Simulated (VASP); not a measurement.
Wanted: the native input for a VASP 6.6.1 run.

```yaml
Task: single point
Functional: PBEsol
Potentials_or_basis: VASP PAW PBE potentials, release 64 (Si, C, In_d)
Cutoff: 520 eV
k_mesh: 2 × 2 × 2, shifted
Occupations: tetrahedron
Spin: collinear spin
Starting_moments: "[0.0, 0.2, 0.0, 0.2, 0.0, 0.2, 0.0, 0.2, 0.0, 0.0, 0.0, 0.0, 0.0, 0.0, 0.0, 0.2] μB"
Dipole_correction: no
Further_INCAR_settings: LREAL = Auto; ALGO = Normal; EDIFF = 1e-07; NBANDS = 54
```

The structure of InSi8C7 (a cell with a defect) lies in POSCAR:

```
InSi8C7
1.0
    8.7137060000      0.0000000000      0.0000000000
    0.0000000000      4.3568530000      0.0000000000
    0.0000000000      0.0000000000      4.3568530000
Si C In
8 7 1
Direct
    0.9997220000      0.0277160000      0.9837710000
    0.5116230000      0.9802120000      0.9993570000
    0.2568990000      0.4887480000      0.0165420000
    0.7540330000      0.4875950000      0.0513220000
    0.2422740000      0.9879920000      0.5081360000
    0.7327910000      0.0105690000      0.4553900000
    0.0086250000      0.5028590000      0.5018390000
    0.5078490000      0.4649170000      0.4611000000
    0.1142000000      0.2422070000      0.2506800000
    0.3750760000      0.7398810000      0.2592250000
    0.8640240000      0.7727270000      0.2392540000
    0.3659780000      0.2503010000      0.7676000000
    0.8892890000      0.2380120000      0.7532230000
    0.1297800000      0.7241770000      0.7371030000
    0.6117430000      0.7316100000      0.7736380000
    0.6203200000      0.2983560000      0.2837390000
```

The input as run:

INCAR

```
SYSTEM = InSi8C7
PREC     = Accurate       ! precision mode
ENCUT    = 520            ! plane-wave cutoff, eV
EDIFF    = 1E-7           ! SCF threshold, eV
ISMEAR   = -5             ! smearing method
SIGMA    = 0.05           ! smearing width, eV
LREAL    = Auto         
LASPH    = .TRUE.         ! aspherical terms in the spheres
NELM     = 150            ! most SCF steps
ALGO     = Normal         ! electronic algorithm
ISIF     = 2              ! what is computed and relaxed
LWAVE    = .FALSE.        ! write WAVECAR
LCHARG   = .FALSE.        ! write CHGCAR
ISPIN    = 2              ! spin polarisation
MAGMOM   = 0 0.2 0 0.2 0 0.2 0 0.2 0 0 0 0 0 0 0 0.2 ! initial moments
LORBIT   = 11             ! projections on sites
GGA      = PS             ! functional
NBANDS   = 54             ! bands
```

KPOINTS

```
Automatic mesh
0
Gamma
  2 2 2
  0.5 0.5 0.5
```

Potentials or basis: VASP PAW PBE potentials, release 64 (Si, C, In_d).

The run is started by

```bash
$ cat potpaw_PBE.64/Si/POTCAR potpaw_PBE.64/C/POTCAR potpaw_PBE.64/In_d/POTCAR > POTCAR
$ mpirun -np 1 vasp_std > vasp.out
```

It gave:

```yaml
Pressure: 83.1 GPa
Largest_force: 80.522 eV/Å
Band_gap_on_the_k_mesh: 0.01 eV
Net_moment: 1.00 μB per cell
Site_moments: Si +0.01, +0.00, +0.02, +0.03 (each value once); C +0.01, +0.05, +0.07, +0.06, +0.03, +0.16 (each value once); In +0.20 μB
Valence_electrons_inside_the_program's_atomic_spheres: Si 1.76, 1.83, 1.71, 1.99, 1.68, 1.94, 2.23 (each value once); C 2.56, 2.52, 2.53, 2.48, 2.55, 2.47 (each value once); In 14.37
```

Caveat: the k points lie up to 0.72 Å⁻¹ apart; atoms lie so close that the PAW spheres overlap strongly, which falsifies energies and pressures; the PAW data sets were made with another functional, which shifts forces and pressure a little; spin-orbit coupling is left out, which moves the levels of the heavy elements.

Run time: 110 s on 1 thread of Intel(R) Xeon(R) 6975P-C (Granite Rapids), on a shared host, peak memory 0.32 GiB.
